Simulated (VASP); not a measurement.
# MgAg2F6 (Fm-3m) in VASP: a series of runs

Runs on MgAg2F6. Level: PBE. Tasks: single point.

Program: VASP 6.6.1. These are calculated values, not measurements. Logs are shortened: lines on timing, memory, paths and dates and some standing lists are left out, and cuts for length are marked.

### Step 1. The cell of the first run

It takes space group Fm-3m (No. 225, cubic). Conventional cell: a = 8.067 Å, b = 8.067 Å, c = 8.067 Å, α = 90.00°, β = 90.00°, γ = 90.00°. Within 2.4 Å of Mg (site symmetry m-3m) lie 6 F at 1.81 Å. Within 3.8 Å of Ag (site symmetry -43m) lie 12 F at 2.86 Å and 4 Mg at 3.49 Å. Within 2.4 Å of F (site symmetry 4mm) lie 1 Mg at 1.81 Å.

### Step 2. Single point, PBE

INCAR

```
SYSTEM = MgAg2F6
PREC = Accurate
ENCUT = 520
EDIFF = 1E-7
ISMEAR = 0
SIGMA = 0.1
LREAL = .False.
LASPH = .True.
NELM = 80
ALGO = Normal
ISIF = 2
LWAVE = .False.
LCHARG = .False.
GGA = PE
NBANDS = 43
```

KPOINTS

```
Automatic mesh
0
Gamma
  4 4 4
  0 0 0
```

POSCAR

```
MgAg2F6
1.0
    0.0000000000      4.0336011100      4.0336011100
    4.0336011100      0.0000000000      4.0336011100
    4.0336011100      4.0336011100      0.0000000000
Mg Ag F
1 2 6
Direct
    0.0000000000      0.0000000000      0.0000000000
    0.2500000000      0.2500000000      0.2500000000
    0.7500000000      0.7500000000      0.7500000000
    0.7751490000      0.2248510000      0.2248510000
    0.2248510000      0.7751490000      0.7751490000
    0.2248510000      0.7751490000      0.2248510000
    0.7751490000      0.2248510000      0.7751490000
    0.2248510000      0.2248510000      0.7751490000
    0.7751490000      0.7751490000      0.2248510000
```

Potentials or basis: VASP PAW PBE potentials, release 64 (Mg, Ag, F).

Run with:

```sh
> cat potpaw_PBE.64/Mg/POTCAR potpaw_PBE.64/Ag/POTCAR potpaw_PBE.64/F/POTCAR > POTCAR
> mpirun -np 1 vasp_std > vasp.out
```

OUTCAR:

```text
SYSTEM = MgAg2F6
   PREC = Accurate
   ENCUT = 520
   EDIFF = 1E-7
   ISMEAR = 0
   LREAL = .False.
   LASPH = .True.
   NELM = 80
   ISIF = 2
   GGA = PE

 ion  position               nearest neighbor table
   1  0.000  0.000  0.000-   4 1.81   5 1.81   6 1.81   7 1.81   8 1.81   9 1.81   2 3.49   3 3.49
                             3 3.49   3 3.49   3 3.49   2 3.49   2 3.49   2 3.49
   2  0.250  0.250  0.250-   1 3.49   1 3.49   1 3.49   1 3.49
   3  0.750  0.750  0.750-   1 3.49   1 3.49   1 3.49   1 3.49
   4  0.775  0.225  0.225-   1 1.81
   5  0.225  0.775  0.775-   1 1.81
   6  0.225  0.775  0.225-   1 1.81
   7  0.775  0.225  0.775-   1 1.81
   8  0.225  0.225  0.775-   1 1.81
   9  0.775  0.775  0.225-   1 1.81

  LATTYP: Found a face centered cubic cell.
 ALAT       =     8.0672022200

  Lattice vectors:

 A1 = (   0.0000000000,   4.0336011100,   4.0336011100)
 A2 = (   4.0336011100,   0.0000000000,   4.0336011100)
 A3 = (   4.0336011100,   4.0336011100,   0.0000000000)

Analysis of symmetry for initial positions (statically):
=====================================================================
 Subroutine PRICEL returns:
 Original cell was already a primitive cell.

 Routine SETGRP: Setting up the symmetry group for a
 face centered cubic supercell.

 Subroutine GETGRP returns: Found 48 space group operations
 (whereof 48 operations were pure point group operations)
 out of a pool of 48 trial point group operations.

The static configuration has the point symmetry O_h .

Analysis of symmetry for dynamics (positions and initial velocities):
=====================================================================
 Subroutine PRICEL returns:
 Original cell was already a primitive cell.

 Routine SETGRP: Setting up the symmetry group for a
 face centered cubic supercell.

 Subroutine GETGRP returns: Found 48 space group operations
 (whereof 48 operations were pure point group operations)
 out of a pool of 48 trial point group operations.

The dynamic configuration has the point symmetry O_h .

 Subroutine INISYM returns: Found 48 space group operations
 (whereof 48 operations are pure point group operations),
 and found     1 'primitive' translations

----------------------------------------------------------------------------------------

                                     Primitive cell

  volume of cell :     131.2529
[... 91 lines left out ...]
   NFREE  =      0    steps in history (QN), initial steepest desc. (CG)
   ISIF   =      2    stress and relaxation
   ISYM   =      2    0-nonsym 1-usesym 2-fastsym
   POTIM  = 0.5000    time-step for ionic-motion
   TEBEG  =    0.0;   TEEND  =   0.0 temperature during run
   PSTRESS=    0.0 pullay stress
   NELECT =      66.0000    total number of electrons
   NUPDOWN=      -1.0000    fix difference up-down
   EMIN   =  10.00;   EMAX   =-10.00  energy-range for DOS
   EFERMI =   0.00;   METHOD = LEGACY
   ISMEAR =     0;   SIGMA  =   0.10  broadening in eV -4-tet -1-fermi 0-gaus
   EFERMI_NEDOS =   21; number of points for ismear=-14 and -15
   IALGO  =     38    algorithm
   IMIX   =      4    mixing-type and parameters
     AMIX     =   0.40;   BMIX     =  1.00
     AMIX_MAG =   1.60;   BMIX_MAG =  1.00
  volume/ion in A,a.u.               =      14.58        98.42
  Fermi-wavevector in a.u.,A,eV,Ry     =   1.301827  2.460096 23.058513  1.694753
  Thomas-Fermi vector in A             =   2.432935
   LORBIT       =      0    0 simple, 1 ext, 2 COOP (PROOUT), +10 PAW based schemes
   GGA     = PE    functional components
   LHFCALC =     F    Hartree Fock is set to
   AEXX    =    0.0000 exact exchange contribution
   IVDW    =     0    specifies the selected vdW correction
   LEPSILON=     F    determine dielectric tensor
   LRPA    =     F    only Hartree local field effects (RPA)
 non-spin polarized calculation
 Gauss-broadening in eV      SIGMA  =   0.10
  energy-cutoff  :      520.00
  volume of cell :      131.25
 maximum number of plane-waves:      3582
   NGX = 21   NGY = 21   NGZ = 21

 number of electron      65.9999981 magnetization

 Free energy of the ion-electron system (eV)
  ---------------------------------------------------
  ext. energy  EPLUGINS =         0.00000000
  ---------------------------------------------------
  free energy    TOTEN  =       -30.01369610 eV

  energy without entropy =      -29.88369935  energy(sigma->0) =      -29.94869772

 E-fermi :  -1.4214     XC(G=0):  -9.4028

 val. band max:       -1.4426411167   @ k =   0.5000   0.5000   0.0000
 cond. band min:      -1.4045421493   @ k =  -0.2500   0.5000   0.2500
 fundamental gap:      0.0380989675
 Fermi energy:        -1.4213928236

 k-point     1 :       0.0000    0.0000    0.0000
  band No.  band energies     occupation
      1     -21.8170      2.00000
      2     -21.1849      2.00000
      3     -21.1849      2.00000
      4     -21.1849      2.00000
      5     -20.9796      2.00000
      6     -20.9796      2.00000
[... 357 lines left out ...]
     42      11.2577      0.00000
     43      12.8319      0.00000

------------------------ aborting loop because EDIFF is reached ----------------------------------------

  FORCE on cell =-STRESS in cart. coord.  units (eV):
  Direction    XX          YY          ZZ          XY          YZ          ZX
  --------------------------------------------------------------------------------------
  -------------------------------------------------------------------------------------
  Total        2.5291129      2.5291129      2.5291129      0.0000000      0.0000000      0.0000000
  in kB       30.8723693     30.8723693     30.8723693      0.0000000      0.0000000      0.0000000
  external PRESSURE =      30.8723693 kB  Pullay stress =       0.0000000 kB

 VOLUME and BASIS-vectors are now :
 -----------------------------------------------------------------------------
  energy-cutoff  :      520.00
  volume of cell :      131.25
      direct lattice vectors                 reciprocal lattice vectors
     0.000000000  4.033601110  4.033601110    -0.123958712  0.123958712  0.123958712
     4.033601110  0.000000000  4.033601110     0.123958712 -0.123958712  0.123958712
     4.033601110  4.033601110  0.000000000     0.123958712  0.123958712 -0.123958712

 POSITION                                       TOTAL-FORCE (eV/Angst)
 -----------------------------------------------------------------------------------
      0.00000      0.00000      0.00000         0.000000      0.000000      0.000000
      2.01680      2.01680      2.01680        -0.000000     -0.000000      0.000000
      6.05040      6.05040      6.05040         0.000000      0.000000      0.000000
      1.81392      4.03360      4.03360         2.248132      0.000000      0.000000
      6.25328      4.03360      4.03360        -2.248132      0.000000      0.000000
      4.03360      1.81392      4.03360         0.000000      2.248132      0.000000
      4.03360      6.25328      4.03360         0.000000     -2.248132      0.000000
      4.03360      4.03360      1.81392         0.000000      0.000000      2.248132
      4.03360      4.03360      6.25328         0.000000      0.000000     -2.248132
 -----------------------------------------------------------------------------------
    total drift:                               -0.000000      0.000000      0.000000

  FREE ENERGIE OF THE ION-ELECTRON SYSTEM (eV)
  ---------------------------------------------------
  free  energy   TOTEN  =       -30.0136961028 eV

  energy  without entropy=      -29.8836993465  energy(sigma->0) =      -29.94869772
```

OSZICAR:

```text
N       E                     dE             d eps       ncg     rms          rms(c)
DAV:   1     0.501755049214E+03    0.50176E+03   -0.36365E+04   704   0.147E+03
DAV:   2    -0.889250864280E+01   -0.51065E+03   -0.48534E+03   780   0.359E+02
DAV:   3    -0.411704436731E+02   -0.32278E+02   -0.31859E+02   781   0.932E+01
DAV:   4    -0.414350417841E+02   -0.26460E+00   -0.26446E+00   748   0.926E+00
DAV:   5    -0.414369077389E+02   -0.18660E-02   -0.18659E-02   764   0.770E-01    0.170E+01
DAV:   6    -0.321994870980E+02    0.92374E+01   -0.39298E+01   702   0.366E+01    0.165E+01
DAV:   7    -0.301359905626E+02    0.20635E+01   -0.45798E+00   702   0.219E+01    0.364E+00
DAV:   8    -0.300757125117E+02    0.60278E-01   -0.97730E-01   700   0.734E+00    0.317E+00
DAV:   9    -0.300182908139E+02    0.57422E-01   -0.32027E-01   703   0.581E+00    0.869E-01
DAV:  10    -0.300198756677E+02   -0.15849E-02   -0.28930E-02   699   0.237E+00    0.655E-01
DAV:  11    -0.300159689410E+02    0.39067E-02   -0.20559E-02   688   0.201E+00    0.376E-01
DAV:  12    -0.300137203170E+02    0.22486E-02   -0.32248E-03   699   0.657E-01    0.695E-02
DAV:  13    -0.300137253432E+02   -0.50262E-05   -0.40345E-04   691   0.184E-01    0.532E-02
DAV:  14    -0.300137049813E+02    0.20362E-04   -0.13610E-04   688   0.156E-01    0.229E-02
DAV:  15    -0.300136961171E+02    0.88642E-05   -0.15212E-05   718   0.525E-02    0.479E-03
DAV:  16    -0.300136964117E+02   -0.29458E-06   -0.30730E-06   694   0.104E-02    0.515E-03
DAV:  17    -0.300136961583E+02    0.25339E-06   -0.61705E-07   680   0.104E-02    0.949E-04
DAV:  18    -0.300136961028E+02    0.55430E-07   -0.14098E-07   386   0.281E-03
   1 F= -.30013696E+02 E0= -.29948698E+02  d E =-.129997E+00
```

Run time: 77 s. Hardware: 1 thread of Oxide Virtual Turin-like, shared host; peak memory 0.23 GiB.

Results:

| Quantity | Value |
| --- | --- |
| Free energy | -30.0137 eV |
| Pressure | 3.1 GPa |
| Largest force | 2.248 eV/Å |
| Band gap on the k mesh | zero (band 33 reaches -1.39 eV, above the bottom of band 34 at -1.60 eV) |

Forces in eV/Å, atoms in the order of the input:
```
Mg   0.000  0.000  0.000
Ag   0.000  0.000  0.000
Ag   0.000  0.000  0.000
F    2.248  0.000  0.000
F   -2.248  0.000  0.000
F    0.000  2.248  0.000
F    0.000 -2.248  0.000
F    0.000  0.000  2.248
F    0.000  0.000 -2.248
```

Caveat: forces of over 1 eV/Å act on the atoms, so gaps and moduli don't describe the material at rest.

### Step 3. Single point, PBE, collinear spin, ferromagnetic start

This run uses another cell than the first one, of 12.41 Å³/atom, 0.851 times its volume.

INCAR

```
PREC = Accurate
ENCUT = 520
EDIFF = 1E-6
ISMEAR = 0
SIGMA = 0.1
LREAL = False
LASPH = True
NELM = 150
ALGO = Normal
ISIF = 2
LWAVE = False
LCHARG = False
ISPIN = 2
MAGMOM = 0 1 1 0 0 0 0 0 0
LORBIT = 11
LMAXMIX = 4
GGA = PE
NBANDS = 47
```

KPOINTS

```
regular mesh
0
Gamma
  4 4 4
```

POSCAR

```
MgAg2F6
1.0
    0.0000000000      3.8221118538      3.8221118538
    3.8221118538      0.0000000000      3.8221118538
    3.8221118538      3.8221118538      0.0000000000
Mg Ag F
1 2 6
Direct
    0.0000000000      0.0000000000      0.0000000000
    0.2500000000      0.2500000000      0.2500000000
    0.7500000000      0.7500000000      0.7500000000
    0.7481631141      0.2518368859      0.2518368859
    0.2518368859      0.7481631141      0.7481631141
    0.2518368859      0.7481631141      0.2518368859
    0.7481631141      0.2518368859      0.7481631141
    0.2518368859      0.2518368859      0.7481631141
    0.7481631141      0.7481631141      0.2518368859
```

Potentials or basis: VASP PAW PBE potentials, release 64 (Mg, Ag, F).

Run with:

```sh
> cat potpaw_PBE.64/Mg/POTCAR potpaw_PBE.64/Ag/POTCAR potpaw_PBE.64/F/POTCAR > POTCAR
> mpirun -np 1 vasp_std > vasp.out
```

Wall time 98 s (1 thread of Oxide Virtual Turin-like, shared host); peak memory 0.27 GiB.

It converged, with:

| Item | Value |
| --- | --- |
| Free energy | -31.4055 eV |
| Pressure | -0.4 GPa |
| Largest force | 0.013 eV/Å |
| Band gap on the k mesh | zero (filled and empty bands overlap) |
| Net moment | 2.00 μB per cell |
| Site moments | Mg -0.01; Ag +0.38; F +0.20 μB |
| Valence electrons inside the program's atomic spheres | Mg 0.47; Ag 9.36; F 6.03 |

Forces in eV/Å, atoms in the order of the input:
```
Mg   0.000  0.000  0.000
Ag   0.000  0.000  0.000
Ag   0.000  0.000  0.000
F   -0.013  0.000  0.000
F    0.013  0.000  0.000
F    0.000 -0.013  0.000
F    0.000  0.013  0.000
F    0.000  0.000 -0.013
F    0.000  0.000  0.013
```

Levels at points of the mesh, in eV from the Fermi level:
Spin up:
```
           k point  band 31  band 32  band 33  band 34  band 35  band 36  band 37  band 38
(0.00, 0.00, 0.00)    -0.70    -0.67    -0.67    -0.67     2.81     5.59    11.42    11.42
(0.50, 0.00, 0.00)    -0.30    -0.30    -0.30    -0.30     5.42     5.46    10.40    10.72
(0.50, 0.50, 0.00)    -0.31    -0.31    -0.26    -0.26     5.74     6.57     8.07     9.69
```
Spin down:
| k point | band 29 | band 30 | band 31 | band 32 | band 33 | band 34 | band 35 | band 36 |
| --- | --- | --- | --- | --- | --- | --- | --- | --- |
| (0.00, 0.00, 0.00) | -0.37 | -0.37 | -0.37 | -0.22 | -0.22 | -0.22 | 2.88 | 5.65 |
| (0.50, 0.00, 0.00) | -0.59 | -0.56 | 0.10 | 0.10 | 0.11 | 0.11 | 5.59 | 5.63 |
| (0.50, 0.50, 0.00) | 0.03 | 0.09 | 0.09 | 0.11 | 0.15 | 0.15 | 5.95 | 6.76 |

### Step 4. Single point, PBE, collinear spin, ferromagnetic start

INCAR

```
SYSTEM = MgAg2F6
PREC = Accurate
ENCUT = 520
EDIFF = 1E-6
ISMEAR = 0
SIGMA = 0.1
LREAL = .FALSE.
LASPH = .TRUE.
NELM = 150
ALGO = Normal
ISIF = 2
LWAVE = .FALSE.
LCHARG = .FALSE.
ISPIN = 2
MAGMOM = 0 1 1 0 0 0 0 0 0
LORBIT = 11
LMAXMIX = 4
GGA = PE
NBANDS = 47
```

KPOINTS

```
Automatic mesh
0
G
  4 4 4
  0 0 0
```

POSCAR

```
MgAg2F6
1.0
    0.0000000000      4.0336011100      4.0336011100
    4.0336011100      0.0000000000      4.0336011100
    4.0336011100      4.0336011100      0.0000000000
Mg Ag F
1 2 6
Direct
    0.0000000000      0.0000000000      0.0000000000
    0.2500000000      0.2500000000      0.2500000000
    0.7500000000      0.7500000000      0.7500000000
    0.7751490000      0.2248510000      0.2248510000
    0.2248510000      0.7751490000      0.7751490000
    0.2248510000      0.7751490000      0.2248510000
    0.7751490000      0.2248510000      0.7751490000
    0.2248510000      0.2248510000      0.7751490000
    0.7751490000      0.7751490000      0.2248510000
```

Run with:

```sh
> cat potpaw_PBE.64/Mg/POTCAR potpaw_PBE.64/Ag/POTCAR potpaw_PBE.64/F/POTCAR > POTCAR
> mpirun -np 1 vasp_std > vasp.out
```

It took 2.6 min on 1 thread of Oxide Virtual Turin-like, shared host; peak memory 0.32 GiB.

Results (log left out):

```
Free energy                                           : -30.1456 eV
Pressure                                              : 3.3 GPa
Largest force                                         : 2.236 eV/Å
Band gap on the k mesh                                : zero (filled and empty bands overlap)
Net moment                                            : 2.00 μB per cell
Site moments                                          : Mg -0.01; Ag +0.27; F +0.23 μB
Valence electrons inside the program's atomic spheres : Mg 0.64; Ag 9.36; F 6.04
```

Forces in eV/Å, atoms in the order of the input:
```
Mg   0.000  0.000  0.000
Ag   0.000  0.000  0.000
Ag   0.000  0.000  0.000
F    2.236  0.000  0.000
F   -2.236  0.000  0.000
F    0.000  2.236  0.000
F    0.000 -2.236  0.000
F    0.000  0.000  2.236
F    0.000  0.000 -2.236
```

Levels at points of the mesh, in eV from the Fermi level:
Spin up:
| k point | band 32 | band 33 | band 34 | band 35 | band 36 | band 37 |
| --- | --- | --- | --- | --- | --- | --- |
| (0.00, 0.00, 0.00) | -0.62 | -0.62 | -0.62 | 2.78 | 5.24 | 10.45 |
| (0.50, 0.00, 0.00) | -0.41 | -0.33 | -0.33 | 4.75 | 4.96 | 9.88 |
| (0.50, 0.50, 0.00) | -0.36 | -0.36 | -0.35 | 5.06 | 5.75 | 7.76 |
Spin down:
| k point | band 30 | band 31 | band 32 | band 33 | band 34 | band 35 |
| --- | --- | --- | --- | --- | --- | --- |
| (0.00, 0.00, 0.00) | -0.28 | -0.28 | -0.09 | -0.09 | -0.09 | 2.83 |
| (0.50, 0.00, 0.00) | -0.23 | -0.02 | -0.02 | 0.11 | 0.11 | 4.88 |
| (0.50, 0.50, 0.00) | 0.02 | 0.02 | 0.05 | 0.05 | 0.12 | 5.24 |

Caveat: forces of over 1 eV/Å act on the atoms, so gaps and moduli don't describe the material at rest.

### Step 5. Summary

| spin | cell | gap on the mesh (eV) | pressure (GPa) | moment (μB) | largest force (eV/Å) |
| --- | --- | --- | --- | --- | --- |
| off | a = 5.704 Å, angles 60.0°, 9 atoms | none | 3.1 | - | 2.25 |
| collinear, ferromagnetic start | a = 5.405 Å, angles 60.0°, 9 atoms | none | -0.4 | 2.00 | 0.01 |
| collinear, ferromagnetic start | a = 5.704 Å, angles 60.0°, 9 atoms | none | 3.3 | 2.00 | 2.24 |

Alike in all rows: task single point; level PBE; potentials or basis VASP PAW PBE potentials, release 64 (Mg, Ag, F); k mesh 4 × 4 × 4; cutoff (eV) 520; smearing gaussian 0.1 eV.

Caveats: forces of over 1 eV/Å act on the atoms, so gaps and moduli don't describe the material at rest (some runs).

Absolute energies hang on the potentials; compare differences alone.
